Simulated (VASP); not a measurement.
# Ca2Mg3C2 (C2/m) in VASP: further runs

Runs on Ca2Mg3C2. Level: PBE. Tasks: single point.

Program: VASP 6.6.1. These are calculated values, not measurements. Logs are shortened: lines on timing, memory, paths and dates and some standing lists are left out, and cuts for length are marked.

**1. The cell of the first run**

The structure is monoclinic, space group C2/m (No. 12). The conventional cell has a = 13.363 Å, b = 3.571 Å, c = 6.313 Å, α = 90.00°, β = 90.02°, γ = 90.00°. Within 3.7 Å of Ca (site symmetry m) lie 4 C at 2.57 to 2.69 Å and 6 Mg at 3.18 to 3.53 Å and 3 Ca at 3.57 to 3.64 Å. Mg (site symmetry m) has 6 Mg at 3.11 to 3.57 Å and 4 Ca at 3.18 to 3.53 Å and 2 C at 3.28 Å within 4.1 Å. Within 3.4 Å of Mg (site symmetry 2/m) lie 2 C at 2.54 Å and 4 Mg at 3.11 Å and 4 Ca at 3.38 Å. Within 1.7 Å of C (site symmetry m) lie 1 C at 1.31 Å.

**2. Single point, PBE**

INCAR

```
SYSTEM = Ca2Mg3C2
PREC     = Accurate       ! precision mode
ENCUT    = 520            ! plane-wave cutoff, eV
EDIFF    = 1E-6           ! SCF threshold, eV
ISMEAR   = 0              ! smearing method
SIGMA    = 0.1            ! smearing width, eV
LREAL    = .False.        ! projectors in reciprocal space
LASPH    = .True.         ! aspherical terms in the spheres
NELM     = 60             ! most SCF steps
ALGO     = Normal         ! electronic algorithm
ISIF     = 2              ! what is computed and relaxed
LWAVE    = .False.        ! write WAVECAR
LCHARG   = .True.         ! write CHGCAR
GGA      = PE             ! functional
LELF     = .True.         ! ELF
LVHAR    = .True.       
NBANDS   = 26             ! bands
```

KPOINTS

```
regular mesh
0
Gamma
  10 10 6
  0 0 0
```

POSCAR

```
Ca2Mg3C2
1.0
    6.6813089107     -1.7855203934      0.0521123720
    6.6813089107      1.7855203934      0.0521123720
   -0.0509267291      0.0000000000      6.3124918149
Ca Mg C
2 3 2
Direct
    0.6224669049      0.6224669049      0.3740743391
    0.3775330951      0.3775330951      0.6259256609
    0.3207797592      0.3207797592      0.1367597477
    0.6792202408      0.6792202408      0.8632402523
    0.0000000000      0.0000000000      0.0000000000
    0.0152553919      0.0152553919      0.5983016187
    0.9847446081      0.9847446081      0.4016983813
```

Potentials or basis: VASP PAW PBE potentials, release 64 (Ca_sv, Mg, C).

Started as:

```console
> cat potpaw_PBE.64/Ca_sv/POTCAR potpaw_PBE.64/Mg/POTCAR potpaw_PBE.64/C/POTCAR > POTCAR
> mpirun -np 1 vasp_std > vasp.out
```

OUTCAR:

```text
SYSTEM = Ca2Mg3C2
   PREC = Accurate
   ENCUT = 520
   EDIFF = 1E-6
   ISMEAR = 0
   LREAL = .False.
   LASPH = .True.
   NELM = 60
   ISIF = 2
   GGA = PE

 ion  position               nearest neighbor table
   1  0.622  0.622  0.374-   7 2.57   7 2.57   4 3.18   4 3.31   5 3.38   5 3.38
   2  0.378  0.378  0.626-   6 2.57   6 2.57   3 3.18   3 3.31   5 3.38   5 3.38
   3  0.321  0.321  0.137-   5 3.11   5 3.11   4 3.12   4 3.12   2 3.18   2 3.31
   4  0.679  0.679  0.863-   5 3.11   5 3.11   3 3.12   3 3.12   1 3.18   1 3.31
   5  0.000  0.000  0.000-   6 2.54   7 2.54   4 3.11   4 3.11   3 3.11   3 3.11   2 3.38   1 3.38
                             2 3.38   1 3.38
   6  0.015  0.015  0.598-   7 1.31   5 2.54   2 2.57   2 2.57
   7  0.985  0.985  0.402-   6 1.31   5 2.54   1 2.57   1 2.57

  LATTYP: Found a base centered monoclinic cell.
 ALAT       =    13.3630242774
 B/A-ratio  =     0.2672329791
 C/A-ratio  =     0.4724003421
 COS(beta)  =    -0.0002678693

  Lattice vectors:

 A1 = (   6.6813089107,  -1.7855203934,   0.0521123720)
 A2 = (   6.6813089107,   1.7855203934,   0.0521123720)
 A3 = (  -0.0509267291,   0.0000000000,   6.3124918149)

Analysis of symmetry for initial positions (statically):
=====================================================================
 Subroutine PRICEL returns:
 Original cell was already a primitive cell.

 Routine SETGRP: Setting up the symmetry group for a
 base centered monoclinic supercell.

 Subroutine GETGRP returns: Found  4 space group operations
 (whereof  4 operations were pure point group operations)
 out of a pool of  4 trial point group operations.

The static configuration has the point symmetry C_2h.

Analysis of symmetry for dynamics (positions and initial velocities):
=====================================================================
 Subroutine PRICEL returns:
 Original cell was already a primitive cell.

 Routine SETGRP: Setting up the symmetry group for a
 base centered monoclinic supercell.

 Subroutine GETGRP returns: Found  4 space group operations
 (whereof  4 operations were pure point group operations)
 out of a pool of  4 trial point group operations.

The dynamic configuration has the point symmetry C_2h.

 Subroutine INISYM returns: Found  4 space group operations
 (whereof  4 operations are pure point group operations),
 and found     1 'primitive' translations

----------------------------------------------------------------------------------------

                                     Primitive cell

  volume of cell :     150.6207

  direct lattice vectors                    reciprocal lattice vectors
     6.681308911 -1.785520393  0.052112372     0.074830927 -0.280030406  0.000603707
     6.681308911  1.785520393  0.052112372     0.074830927  0.280030406  0.000603707
    -0.050926729  0.000000000  6.312491815    -0.001235524  0.000000000  0.158406079

  length of vectors
     6.915973361  6.915973361  6.312697240     0.289856965  0.289856965  0.158410898

  position of ions in fractional coordinates (direct lattice)
     0.622466905  0.622466905  0.374074339
     0.377533095  0.377533095  0.625925661
     0.320779759  0.320779759  0.136759748
     0.679220241  0.679220241  0.863240252
     0.000000000  0.000000000  0.000000000
     0.015255392  0.015255392  0.598301619
     0.984744608  0.984744608  0.401698381

  ion indices of the primitive-cell ions
   primitive index   ion index
                 1           1
                 2           2
                 3           3
                 4           4
                 5           5
                 6           6
                 7           7

----------------------------------------------------------------------------------------

 KPOINTS: regular mesh

Automatic generation of k-mesh.
 Grid dimensions read from file:
 generate k-points for:   10   10    6

 Generating k-lattice:

  Cartesian coordinates                     Fractional coordinates (reciprocal lattice)
     0.007483093 -0.028003041  0.000060371     0.100000000  0.000000000  0.000000000
     0.007483093  0.028003041  0.000060371     0.000000000  0.100000000  0.000000000
    -0.000205921  0.000000000  0.026401013    -0.000000000 -0.000000000  0.166666667

  Length of vectors
     0.028985697  0.028985697  0.026401816

  Shift w.r.t. Gamma in fractional coordinates (k-lattice)
     0.000000000  0.000000000  0.000000000

 Subroutine IBZKPT returns following result:
 ===========================================

 Found    172 irreducible k-points:

 Following reciprocal coordinates:
            Coordinates               Weight
  0.000000  0.000000  0.000000      1.000000
  0.100000  0.000000  0.000000      4.000000
  0.200000  0.000000  0.000000      4.000000
  0.300000 -0.000000  0.000000      4.000000
  0.400000  0.000000  0.000000      4.000000
  0.500000 -0.000000  0.000000      2.000000
[... 16 lines left out ...]
  0.300000  0.300000  0.000000      2.000000
  0.400000  0.300000  0.000000      4.000000
 [... further k-points ...]
   k-points           NKPTS =    172   k-points in BZ     NKDIM =    172   number of bands    NBANDS=     26
   number of dos      NEDOS =    301   number of ions     NIONS =      7
   total plane-waves  NPLWV = 139968
   dimension x,y,z NGX =    54 NGY =   54 NGZ =   48
   dimension x,y,z NGXF=   108 NGYF=  108 NGZF=   96
   ions per type =               2   3   2
   NGX,Y,Z   is equivalent  to a cutoff of  12.98, 12.98, 12.64 a.u.
   NGXF,Y,Z  is equivalent  to a cutoff of  25.96, 25.96, 25.28 a.u.
 SYSTEM =  Ca2Mg3C2
   PREC   = accura    normal or accurate (medium, high low for compatibility)
   ISTART =      0    job   : 0-new  1-cont  2-samecut
   ICHARG =      2    charge: 1-file 2-atom 10-const
   ISPIN  =      1    spin polarized calculation?
   LNONCOLLINEAR =      F non collinear calculations
   LSORBIT =      F    spin-orbit coupling
   LASPH  =      T    aspherical Exc in radial PAW
   ENCUT  =  520.0 eV  38.22 Ry    6.18 a.u.  12.86 12.86 11.74*2*pi/ulx,y,z
   NELM   =     60;   NELMIN=  2; NELMDL= -5     # of ELM steps
   EDIFF  = 0.1E-05   stopping-criterion for ELM
   LREAL  =      F    real-space projection
   EDIFFG = 0.1E-04   stopping-criterion for IOM
   NSW    =      0    number of steps for IOM
   IBRION =     -1    ionic relax: 0-MD 1-quasi-New 2-CG
   NFREE  =      0    steps in history (QN), initial steepest desc. (CG)
   ISIF   =      2    stress and relaxation
   ISYM   =      2    0-nonsym 1-usesym 2-fastsym
   POTIM  = 0.5000    time-step for ionic-motion
   TEBEG  =    0.0;   TEEND  =   0.0 temperature during run
   PSTRESS=    0.0 pullay stress
   NELECT =      34.0000    total number of electrons
   NUPDOWN=      -1.0000    fix difference up-down
   EMIN   =  10.00;   EMAX   =-10.00  energy-range for DOS
   EFERMI =   0.00;   METHOD = LEGACY
   ISMEAR =     0;   SIGMA  =   0.10  broadening in eV -4-tet -1-fermi 0-gaus
   EFERMI_NEDOS =   21; number of points for ismear=-14 and -15
   IALGO  =     38    algorithm
   IMIX   =      4    mixing-type and parameters
     AMIX     =   0.40;   BMIX     =  1.00
     AMIX_MAG =   1.60;   BMIX_MAG =  1.00
  volume/ion in A,a.u.               =      21.52       145.21
  Fermi-wavevector in a.u.,A,eV,Ry     =   0.996796  1.883671 13.518780  0.993602
  Thomas-Fermi vector in A             =   2.128909
   LORBIT       =      0    0 simple, 1 ext, 2 COOP (PROOUT), +10 PAW based schemes
   GGA     = PE    functional components
   LHFCALC =     F    Hartree Fock is set to
   AEXX    =    0.0000 exact exchange contribution
   IVDW    =     0    specifies the selected vdW correction
   LEPSILON=     F    determine dielectric tensor
   LRPA    =     F    only Hartree local field effects (RPA)
 non-spin polarized calculation
 Gauss-broadening in eV      SIGMA  =   0.10
  energy-cutoff  :      520.00
  volume of cell :      150.62
 maximum number of plane-waves:      4086
 NGX is ok and might be reduce to    54
   NGX = 25   NGY = 25   NGZ = 23

 number of electron      34.0000001 magnetization

 Free energy of the ion-electron system (eV)
  ---------------------------------------------------
  ext. energy  EPLUGINS =         0.00000000
  ---------------------------------------------------
  free energy    TOTEN  =       -25.72694058 eV

  energy without entropy =      -25.71435735  energy(sigma->0) =      -25.72064897

 E-fermi :   2.9247     XC(G=0):  -8.7792

 val. band max:        2.9185758970   @ k =  -0.2000   0.1000   0.3333
 cond. band min:       2.9284705587   @ k =  -0.4000   0.2000   0.3333
 fundamental gap:      0.0098946617
 Fermi energy:         2.9246555928

 k-point     1 :       0.0000    0.0000    0.0000
  band No.  band energies     occupation
      1     -38.1540      2.00000
      2     -38.1445      2.00000
      3     -19.2970      2.00000
      4     -19.2171      2.00000
      5     -19.2153      2.00000
      6     -19.1358      2.00000
[... 18 lines left out ...]
     25       6.9247      0.00000
     26       6.9510      0.00000

 k-point     2 :       0.1000    0.0000    0.0000
  band No.  band energies     occupation
      1     -38.1523      2.00000
      2     -38.1430      2.00000
      3     -19.2917      2.00000
      4     -19.2159      2.00000
      5     -19.2112      2.00000
      6     -19.1500      2.00000
[... 18 lines left out ...]
     25       6.8052      0.00000
     26       6.9936      0.00000

 k-point     3 :       0.2000    0.0000    0.0000
  band No.  band energies     occupation
      1     -38.1478      2.00000
      2     -38.1391      2.00000
      3     -19.2813      2.00000
      4     -19.2119      2.00000
      5     -19.2073      2.00000
      6     -19.2008      2.00000
[... 572 lines left out ...]
 k-point    23 :       0.3000    0.3000    0.0000
  band No.  band energies     occupation
      1     -38.1528      2.00000
      2     -38.1457      2.00000
      3     -19.2939      2.00000
      4     -19.2254      2.00000
      5     -19.1997      2.00000
      6     -19.1468      2.00000
[... 18 lines left out ...]
     25       6.8310      0.00000
     26       6.9969      0.00000

 k-point    24 :       0.4000    0.3000    0.0000
  band No.  band energies     occupation
      1     -38.1509      2.00000
      2     -38.1444      2.00000
      3     -19.2889      2.00000
      4     -19.2237      2.00000
      5     -19.1954      2.00000
      6     -19.1538      2.00000
[... 18 lines left out ...]
     25       6.5681      0.00000
     26       7.0448      0.00000

 [... further k-points ...]
[... 5 lines left out ...]
  --------------------------------------------------------------------------------------
  -------------------------------------------------------------------------------------
  Total        0.0618982      0.0619894      0.0910174      0.0000000      0.0000000      0.0026360
  in kB        0.6584218      0.6593920      0.9681670      0.0000000      0.0000000      0.0280391
  external PRESSURE =       0.7619936 kB  Pullay stress =       0.0000000 kB

 VOLUME and BASIS-vectors are now :
 -----------------------------------------------------------------------------
  energy-cutoff  :      520.00
  volume of cell :      150.62
      direct lattice vectors                 reciprocal lattice vectors
     6.681308911 -1.785520393  0.052112372     0.074830927 -0.280030406  0.000603707
     6.681308911  1.785520393  0.052112372     0.074830927  0.280030406  0.000603707
    -0.050926729  0.000000000  6.312491815    -0.001235524  0.000000000  0.158406079

 POSITION                                       TOTAL-FORCE (eV/Angst)
 -----------------------------------------------------------------------------------
      8.29874      0.00000      2.42622         0.025545      0.000000     -0.012407
      5.01295      0.00000      3.99050        -0.025545      0.000000      0.012407
      4.27949      0.00000      0.89673         0.002805      0.000000     -0.005671
      9.03220      0.00000      5.51999        -0.002805      0.000000      0.005671
      0.00000      0.00000      0.00000         0.000000      0.000000      0.000000
      0.17338      0.00000      3.77836         0.035723      0.000000      0.099646
     13.13831      0.00000      2.63835        -0.035723      0.000000     -0.099646
 -----------------------------------------------------------------------------------
    total drift:                                0.000000     -0.000000      0.000000

  FREE ENERGIE OF THE ION-ELECTRON SYSTEM (eV)
  ---------------------------------------------------
  free  energy   TOTEN  =       -25.7269405811 eV

  energy  without entropy=      -25.7143573501  energy(sigma->0) =      -25.72064897
```

Run time: 20 min. Hardware: 1 thread of Intel Xeon Platinum 8259CL at 2.50GHz (Skylake/Cascade Lake), shared host; peak memory 0.85 GiB.

Results:

| Quantity | Value |
| --- | --- |
| Free energy | -25.7269 eV |
| Pressure | 0.1 GPa |
| Largest force | 0.106 eV/Å |
| Band gap on the k mesh | zero (bands 17 and 18 overlap by 0.88 eV) |

Forces on the atoms (eV/Å):
```
Ca   0.026  0.000 -0.012
Ca  -0.026  0.000  0.012
Mg   0.003  0.000 -0.006
Mg  -0.003  0.000  0.006
Mg   0.000  0.000  0.000
C    0.036  0.000  0.100
C   -0.036  0.000 -0.100
```

**3. Single point, PBE**

This run uses another cell than the first one, of 22.96 Å³/atom.

INCAR

```
SYSTEM = Ca2Mg3C2
ALGO = Normal
EDIFF = 1E-6
ENCUT = 520
GGA = PE
ISIF = 2
ISMEAR = 0
LASPH = .True.
LCHARG = .False.
LREAL = .False.
LWAVE = .False.
NBANDS = 26
NELM = 100
PREC = Accurate
SIGMA = 0.1
```

KPOINTS

```
k-points
0
Gamma
  10 10 6
  0 0 0
```

POSCAR

```
Ca2Mg3C2
1.0
    6.4984652903     -1.8228114970      0.0056631109
    6.4984652903      1.8228114970      0.0056631109
   -6.0377226448      0.0000000000      6.7774447751
Ca Mg C
2 3 2
Direct
    0.5741063704      0.5741063704      0.3910355328
    0.4258936296      0.4258936296      0.6089644672
    0.0000000000      0.0000000000      0.0000000000
    0.2617014212      0.2617014212      0.8679632789
    0.7382985788      0.7382985788      0.1320367211
    0.0615000968      0.0615000968      0.5862435524
    0.9384999032      0.9384999032      0.4137564476
```

Potentials or basis: VASP PAW PBE potentials, release 64 (Ca_sv, Mg, C).

Started as:

```console
> cat potpaw_PBE.64/Ca_sv/POTCAR potpaw_PBE.64/Mg/POTCAR potpaw_PBE.64/C/POTCAR > POTCAR
> mpirun -np 1 vasp_std > vasp.out
```

Run time: 25 min. Hardware: 1 thread of Intel Xeon Platinum 8259CL at 2.50GHz (Skylake/Cascade Lake), shared host; peak memory 0.92 GiB.

It converged, with:

```
Free energy            : -26.4281 eV
Pressure               : 0.0 GPa
Largest force          : 0.100 eV/Å
Band gap on the k mesh : zero (bands 17 and 18 overlap by 0.94 eV)
```

Forces in eV/Å, atoms in the order of the input:
```
Ca   0.021  0.000 -0.010
Ca  -0.021  0.000  0.010
Mg   0.000  0.000  0.000
Mg   0.001  0.000 -0.002
Mg  -0.001  0.000  0.002
C    0.037  0.000  0.093
C   -0.037  0.000 -0.093
```

Levels at points of the mesh, in eV from the Fermi level:
| k point | band 13 | band 14 | band 15 | band 16 | band 17 | band 18 | band 19 | band 20 | band 21 | band 22 |
| --- | --- | --- | --- | --- | --- | --- | --- | --- | --- | --- |
| (0.00, 0.00, 0.00) | -4.02 | -3.50 | -1.71 | -1.66 | -0.47 | 0.25 | 0.94 | 1.79 | 1.84 | 2.54 |
| (0.50, 0.00, 0.00) | -4.27 | -2.22 | -1.81 | -0.61 | -0.45 | -0.33 | 0.25 | 0.38 | 1.83 | 2.08 |
| (0.50, 0.50, 0.00) | -4.11 | -4.02 | -3.04 | -1.38 | 0.61 | 1.04 | 1.36 | 1.69 | 1.94 | 2.16 |
| (0.00, 0.00, 0.50) | -4.24 | -4.02 | -1.81 | -1.43 | -1.21 | 1.20 | 1.39 | 1.50 | 1.88 | 2.15 |
| (0.50, 0.00, 0.50) | -4.29 | -1.98 | -1.77 | -1.43 | -0.35 | -0.12 | 0.35 | 1.09 | 1.52 | 2.24 |
| (0.50, 0.50, 0.50) | -4.02 | -3.87 | -2.34 | -1.07 | 0.03 | 0.51 | 1.55 | 1.83 | 2.02 | 2.37 |
